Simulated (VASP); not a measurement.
# HfN (Fm-3m) in VASP: a series of runs, part 2 of 2

VASP 6.6.1. Earlier steps stand in the parts before.

## 3. Single point, r2SCAN

This run uses another cell than the first one, of 11.28 Å³/atom.

Input file POSCAR:

```
HfN
1.0
    0.0000000000      2.2427175191      2.2427175191
    2.2427175191      0.0000000000      2.2427175191
    2.2427175191      2.2427175191      0.0000000000
Hf N
1 1
Direct
    0.0000000000      0.0000000000      0.0000000000
    0.5000000000      0.5000000000      0.5000000000
```

Input file INCAR.step1:

```
ALGO = Normal ; EDIFF = 1E-4
ENCUT = 520 ; GGA = PE
ISMEAR = 0 ; LASPH = T
LCHARG = F ; LREAL = F
LWAVE = T ; NBANDS = 14
NELM = 100 ; PREC = Accurate
SIGMA = 0.1
```

Input file INCAR.step2:

```
ALGO = Normal ; EDIFF = 1E-7
ENCUT = 520 ; ISIF = 2
ISMEAR = 0 ; ISTART = 1
LASPH = T ; LCHARG = T
LELF = T ; LMIXTAU = T
LREAL = F ; LVHAR = T
LWAVE = F ; METAGGA = R2SCAN
NBANDS = 14 ; NELM = 100
PREC = Accurate ; SIGMA = 0.1
```

Input file KPOINTS:

```
k-points
0
Gamma
  16 16 16
```

Potentials or basis: VASP PAW PBE potentials, release 64 (Hf_pv, N).

Command:

```bash
cat potpaw_PBE.64/Hf_pv/POTCAR potpaw_PBE.64/N/POTCAR > POTCAR
cp INCAR.step1 INCAR
mpirun -np 1 vasp_std > vasp.out
cp INCAR.step2 INCAR
mpirun -np 1 vasp_std > vasp.out
```

OUTCAR:

```text
EDIFF = 1E-7
   ENCUT = 520
   ISIF = 2
   ISMEAR = 0
   ISTART = 1
   LASPH = T
   LREAL = F
   METAGGA = R2SCAN
   NELM = 100
   PREC = Accurate

 ion  position               nearest neighbor table
   1  0.000  0.000  0.000-   2 2.24   2 2.24   2 2.24   2 2.24   2 2.24   2 2.24
   2  0.500  0.500  0.500-   1 2.24   1 2.24   1 2.24   1 2.24   1 2.24   1 2.24

  LATTYP: Found a face centered cubic cell.
 ALAT       =     4.4854350382

  Lattice vectors:

 A1 = (   0.0000000000,   2.2427175191,   2.2427175191)
 A2 = (   2.2427175191,   0.0000000000,   2.2427175191)
 A3 = (   2.2427175191,   2.2427175191,   0.0000000000)

Analysis of symmetry for initial positions (statically):
=====================================================================
 Subroutine PRICEL returns:
 Original cell was already a primitive cell.

 Routine SETGRP: Setting up the symmetry group for a
 face centered cubic supercell.

 Subroutine GETGRP returns: Found 48 space group operations
 (whereof 48 operations were pure point group operations)
 out of a pool of 48 trial point group operations.

The static configuration has the point symmetry O_h .

Analysis of symmetry for dynamics (positions and initial velocities):
=====================================================================
 Subroutine PRICEL returns:
 Original cell was already a primitive cell.

 Routine SETGRP: Setting up the symmetry group for a
 face centered cubic supercell.

 Subroutine GETGRP returns: Found 48 space group operations
 (whereof 48 operations were pure point group operations)
 out of a pool of 48 trial point group operations.

The dynamic configuration has the point symmetry O_h .

 Subroutine INISYM returns: Found 48 space group operations
 (whereof 48 operations are pure point group operations),
 and found     1 'primitive' translations

----------------------------------------------------------------------------------------

                                     Primitive cell

  volume of cell :      22.5608

  direct lattice vectors                    reciprocal lattice vectors
     0.000000000  2.242717519  2.242717519    -0.222943815  0.222943815  0.222943815
     2.242717519  0.000000000  2.242717519     0.222943815 -0.222943815  0.222943815
     2.242717519  2.242717519  0.000000000     0.222943815  0.222943815 -0.222943815

  length of vectors
     3.171681532  3.171681532  3.171681532     0.386150015  0.386150015  0.386150015

  position of ions in fractional coordinates (direct lattice)
     0.000000000  0.000000000  0.000000000
     0.500000000  0.500000000  0.500000000

  ion indices of the primitive-cell ions
   primitive index   ion index
                 1           1
                 2           2

----------------------------------------------------------------------------------------

 KPOINTS: k-points

Automatic generation of k-mesh.
 Grid dimensions read from file:
 generate k-points for:   16   16   16

 Generating k-lattice:

  Cartesian coordinates                     Fractional coordinates (reciprocal lattice)
    -0.013933988  0.013933988  0.013933988     0.062500000  0.000000000  0.000000000
     0.013933988 -0.013933988  0.013933988     0.000000000  0.062500000  0.000000000
     0.013933988  0.013933988 -0.013933988     0.000000000  0.000000000  0.062500000

  Length of vectors
     0.024134376  0.024134376  0.024134376

  Shift w.r.t. Gamma in fractional coordinates (k-lattice)
     0.000000000  0.000000000  0.000000000

 Subroutine IBZKPT returns following result:
 ===========================================

 Found    145 irreducible k-points:

 Following reciprocal coordinates:
            Coordinates               Weight
  0.000000  0.000000  0.000000      1.000000
  0.062500  0.000000  0.000000      8.000000
  0.125000  0.000000  0.000000      8.000000
  0.187500  0.000000  0.000000      8.000000
  0.250000  0.000000  0.000000      8.000000
  0.312500  0.000000  0.000000      8.000000
[... 16 lines left out ...]
 -0.125000  0.062500  0.000000     24.000000
 -0.062500  0.062500  0.000000     12.000000
 [... further k-points ...]
   k-points           NKPTS =    145   k-points in BZ     NKDIM =    145   number of bands    NBANDS=     14
   number of dos      NEDOS =    301   number of ions     NIONS =      2
   total plane-waves  NPLWV =  13824
   dimension x,y,z NGX =    24 NGY =   24 NGZ =   24
   dimension x,y,z NGXF=    48 NGYF=   48 NGZF=   48
   ions per type =               1   1
   NGX,Y,Z   is equivalent  to a cutoff of  12.58, 12.58, 12.58 a.u.
   NGXF,Y,Z  is equivalent  to a cutoff of  25.16, 25.16, 25.16 a.u.
 SYSTEM =  unknown system
   PREC   = accura    normal or accurate (medium, high low for compatibility)
   ISTART =      1    job   : 0-new  1-cont  2-samecut
   ICHARG =      0    charge: 1-file 2-atom 10-const
   ISPIN  =      1    spin polarized calculation?
   LNONCOLLINEAR =      F non collinear calculations
   LSORBIT =      F    spin-orbit coupling
   LASPH  =      T    aspherical Exc in radial PAW
   ENCUT  =  520.0 eV  38.22 Ry    6.18 a.u.   5.90  5.90  5.90*2*pi/ulx,y,z
   NELM   =    100;   NELMIN=  2; NELMDL=  0     # of ELM steps
   EDIFF  = 0.1E-06   stopping-criterion for ELM
   LREAL  =      F    real-space projection
   EDIFFG = 0.1E-05   stopping-criterion for IOM
   NSW    =      0    number of steps for IOM
   IBRION =     -1    ionic relax: 0-MD 1-quasi-New 2-CG
   NFREE  =      0    steps in history (QN), initial steepest desc. (CG)
   ISIF   =      2    stress and relaxation
   ISYM   =      2    0-nonsym 1-usesym 2-fastsym
   POTIM  = 0.5000    time-step for ionic-motion
   TEBEG  =    0.0;   TEEND  =   0.0 temperature during run
   PSTRESS=    0.0 pullay stress
   NELECT =      15.0000    total number of electrons
   NUPDOWN=      -1.0000    fix difference up-down
   EMIN   =  10.00;   EMAX   =-10.00  energy-range for DOS
   EFERMI =   0.00;   METHOD = LEGACY
   ISMEAR =     0;   SIGMA  =   0.10  broadening in eV -4-tet -1-fermi 0-gaus
   EFERMI_NEDOS =   21; number of points for ismear=-14 and -15
   IALGO  =     38    algorithm
   IMIX   =      4    mixing-type and parameters
     AMIX     =   0.40;   BMIX     =  1.00
     AMIX_MAG =   1.60;   BMIX_MAG =  1.00
  volume/ion in A,a.u.               =      11.28        76.12
  Fermi-wavevector in a.u.,A,eV,Ry     =   1.428852  2.700139 27.777912  2.041619
  Thomas-Fermi vector in A             =   2.548869
   LORBIT       =      0    0 simple, 1 ext, 2 COOP (PROOUT), +10 PAW based schemes
   METAGGA = R2SCAN    functional components
   LHFCALC =     F    Hartree Fock is set to
   AEXX    =    0.0000 exact exchange contribution
   IVDW    =     0    specifies the selected vdW correction
   LEPSILON=     F    determine dielectric tensor
   LRPA    =     F    only Hartree local field effects (RPA)
 non-spin polarized calculation
 Gauss-broadening in eV      SIGMA  =   0.10
  energy-cutoff  :      520.00
  volume of cell :       22.56
 maximum number of plane-waves:       620
   NGX = 11   NGY = 11   NGZ = 11

 number of electron      15.0000001 magnetization

 Free energy of the ion-electron system (eV)
  ---------------------------------------------------
  ext. energy  EPLUGINS =         0.00000000
  ---------------------------------------------------
  free energy    TOTEN  =       -58.23197979 eV

  energy without entropy =      -58.22916166  energy(sigma->0) =      -58.23057072

 E-fermi :   8.7260     XC(G=0): -13.6902

 val. band max:        8.7234678614   @ k =  -0.1250   0.0625   0.0000
 cond. band min:       8.7411324537   @ k =   0.3750   0.1250   0.0000
 fundamental gap:      0.0176645923
 Fermi energy:         8.7260350677

 k-point     1 :       0.0000    0.0000    0.0000
  band No.  band energies     occupation
      1     -23.7228      2.00000
      2     -23.7228      2.00000
      3     -23.7228      2.00000
      4     -10.1066      2.00000
      5       5.2707      2.00000
      6       5.2707      2.00000
      7       5.2707      2.00000
      8       8.3758      2.00000
      9       8.3758      2.00000
     10       8.3758      2.00000
     11      10.7890      0.00000
     12      10.7890      0.00000
     13      11.0056      0.00000
     14      18.8296      0.00000
[... 375 lines left out ...]
 k-point    24 :      -0.0625    0.0625    0.0000
  band No.  band energies     occupation
      1     -23.8288      2.00000
      2     -23.7485      2.00000
      3     -23.7241      2.00000
      4      -9.8596      2.00000
      5       4.2460      2.00000
      6       4.5840      2.00000
      7       4.9265      2.00000
      8       8.5286      1.99477
      9       8.5585      1.98215
     10       9.0190      0.00003
     11      11.0146      0.00000
     12      11.8748      0.00000
     13      11.9400      0.00000
     14      19.6597      0.00000

 [... further k-points ...]
[... 5 lines left out ...]
  --------------------------------------------------------------------------------------
  -------------------------------------------------------------------------------------
  Total        0.7306933      0.7306933      0.7306933     -0.0000000      0.0000000     -0.0000000
  in kB       51.8909907     51.8909907     51.8909907     -0.0000000      0.0000000     -0.0000000
  external PRESSURE =      51.8909907 kB  Pullay stress =       0.0000000 kB

 VOLUME and BASIS-vectors are now :
 -----------------------------------------------------------------------------
  energy-cutoff  :      520.00
  volume of cell :       22.56
      direct lattice vectors                 reciprocal lattice vectors
     0.000000000  2.242717519  2.242717519    -0.222943815  0.222943815  0.222943815
     2.242717519  0.000000000  2.242717519     0.222943815 -0.222943815  0.222943815
     2.242717519  2.242717519  0.000000000     0.222943815  0.222943815 -0.222943815

 POSITION                                       TOTAL-FORCE (eV/Angst)
 -----------------------------------------------------------------------------------
      0.00000      0.00000      0.00000         0.000000      0.000000      0.000000
      2.24272      2.24272      2.24272        -0.000000     -0.000000     -0.000000
 -----------------------------------------------------------------------------------
    total drift:                                0.000000     -0.000000     -0.000000

  FREE ENERGIE OF THE ION-ELECTRON SYSTEM (eV)
  ---------------------------------------------------
  free  energy   TOTEN  =       -58.2319797859 eV

  energy  without entropy=      -58.2291616607  energy(sigma->0) =      -58.23057072
```

Wall time 2.2 min (1 thread of AMD EPYC 9R45 (Zen 5), shared host); peak memory 0.15 GiB.

What came out:

- Free energy: -58.2320 eV
- Pressure: 5.2 GPa
- Band gap on the k mesh: zero (an odd number of electrons rules out a gap without spin polarisation)

Caveat: the cell stands under pressure; the PAW data sets were made with another functional, which shifts forces and pressure a little; spin-orbit coupling is left out, which moves the levels of the heavy elements; an odd number of electrons without spin polarisation forces a metal; a magnetic or distorted state may lie lower.

## 4. Single point, r2SCAN

This run uses another cell than the first one, of 11.46 Å³/atom.

Input file POSCAR:

```
HfN
1.0
    0.0000000000      2.2548489155      2.2548489155
    2.2548489155      0.0000000000      2.2548489155
    2.2548489155      2.2548489155      0.0000000000
Hf N
1 1
Direct
    0.0000000000      0.0000000000      0.0000000000
    0.5000000000      0.5000000000      0.5000000000
```

Input file INCAR.step1:

```
SYSTEM = HfN
PREC = Accurate ; ENCUT = 520
ISMEAR = 0 ; SIGMA = 0.1
LREAL = .FALSE. ; LASPH = .TRUE.
NELM = 60 ; NBANDS = 14
GGA = PE ; ALGO = Normal
EDIFF = 1E-4 ; LWAVE = .TRUE.
LCHARG = .FALSE.
```

Input file INCAR.step2:

```
SYSTEM = HfN
PREC = Accurate ; ENCUT = 520
EDIFF = 1E-6 ; ISMEAR = 0
SIGMA = 0.1 ; LREAL = .FALSE.
LASPH = .TRUE. ; NELM = 60
ALGO = Normal ; ISIF = 2
LWAVE = .FALSE. ; LCHARG = .TRUE.
METAGGA = R2SCAN ; LMIXTAU = .TRUE.
LELF = .TRUE. ; LVHAR = .TRUE.
NBANDS = 14 ; ISTART = 1
```

Input file KPOINTS:

```
regular mesh
0
G
  16 16 16
  0 0 0
```

Command:

```bash
cat potpaw_PBE.64/Hf_pv/POTCAR potpaw_PBE.64/N/POTCAR > POTCAR
cp INCAR.step1 INCAR
mpirun -np 1 vasp_std > vasp.out
cp INCAR.step2 INCAR
mpirun -np 1 vasp_std > vasp.out
```

Run time: 2.1 min. Hardware: 1 thread of AMD EPYC 9R45 (Zen 5), shared host; peak memory 0.15 GiB.

Results (log left out):

```yaml
Free_energy: -58.2387 eV
Pressure: 0.3 GPa
Band_gap_on_the_k_mesh: zero (an odd number of electrons rules out a gap without spin polarisation)
```

Levels at points of the mesh, in eV from the Fermi level:
| k point | band 6 | band 7 | band 8 | band 9 | band 10 | band 11 |
| --- | --- | --- | --- | --- | --- | --- |
| (0.00, 0.00, 0.00) | -3.43 | -3.43 | -0.34 | -0.34 | -0.34 | 2.02 |
| (0.50, 0.00, 0.00) | -6.68 | -6.68 | 3.41 | 3.81 | 3.81 | 4.64 |
| (0.50, 0.50, 0.00) | -4.14 | -4.14 | -3.92 | 4.17 | 5.60 | 5.60 |

Caveat: the PAW data sets were made with another functional, which shifts forces and pressure a little; spin-orbit coupling is left out, which moves the levels of the heavy elements; an odd number of electrons without spin polarisation forces a metal; a magnetic or distorted state may lie lower.

## 5. The runs side by side

| cell | gap on the mesh (eV) | pressure (GPa) |
| --- | --- | --- |
| a = 3.149 Å, angles 60.0°, 2 atoms | none | 12.2 |
| a = 3.172 Å, angles 60.0°, 2 atoms | none | 5.2 |
| a = 3.189 Å, angles 60.0°, 2 atoms | none | 0.3 |

Alike in all rows: task single point; level r2SCAN; potentials or basis VASP PAW PBE potentials, release 64 (Hf_pv, N); no spin polarisation; k mesh 16 × 16 × 16; cutoff (eV) 520; smearing gaussian 0.1 eV.

Caveats: the PAW data sets were made with another functional, which shifts forces and pressure a little; spin-orbit coupling is left out, which moves the levels of the heavy elements; an odd number of electrons without spin polarisation forces a metal; a magnetic or distorted state may lie lower; the cell stands under pressure (at least some runs).

Absolute energies hang on the potentials; compare differences alone.
